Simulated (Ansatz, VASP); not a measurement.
**Two plane-wave programs on Mg3Te2O**

```
CELL_PARAMETERS angstrom
3.89892 0.00000 0.00000
-1.94946 3.37657 0.00000
0.00000 0.00000 9.45980
ATOMIC_POSITIONS crystal
Mg 0.66667 0.33333 0.88350
Mg 0.33333 0.66667 0.11650
Mg 0.00000 0.00000 0.50000
Te 0.33333 0.66667 0.69034
Te 0.66667 0.33333 0.30966
O 0.00000 0.00000 0.00000
```

Alike in both runs: functional PBE; k mesh 4 × 4 × 2; occupations gaussian, width 0.15 eV; no spin polarisation.

Ansatz relaxed the structure, and its values are those at the end. VASP's run is a single point on that final structure, the one shown.

|  | VASP | Ansatz |
| --- | --- | --- |
| version | VASP 6.6.1 | Ansatz 0.2.0 |
| potentials or method | VASP PAW PBE potentials, release 64 (Mg, Te, O), cutoff 600 eV | scalar-relativistic, plane waves, PAW |
| valence electrons in the cell | 24 | 68 |

|  | VASP | Ansatz | Ansatz less VASP |
| --- | --- | --- | --- |
| gap on the k mesh at the Fermi level (eV) | none | none | - |
| pressure (GPa) | -0.3 | -0.2 | +0.14 |
| rms of the force components (eV/Å) | 0.001 | 0.004 | +0.0026 |

A gap of «none» marks a metal or a gap that the smearing closes. VASP's potentials hold 24 valence electrons a cell and Ansatz's 68, so a difference there can come from the potentials and not from the codes.

The k mesh is coarse, so the values compare programs but aren't converged. Spin-orbit coupling is off throughout.
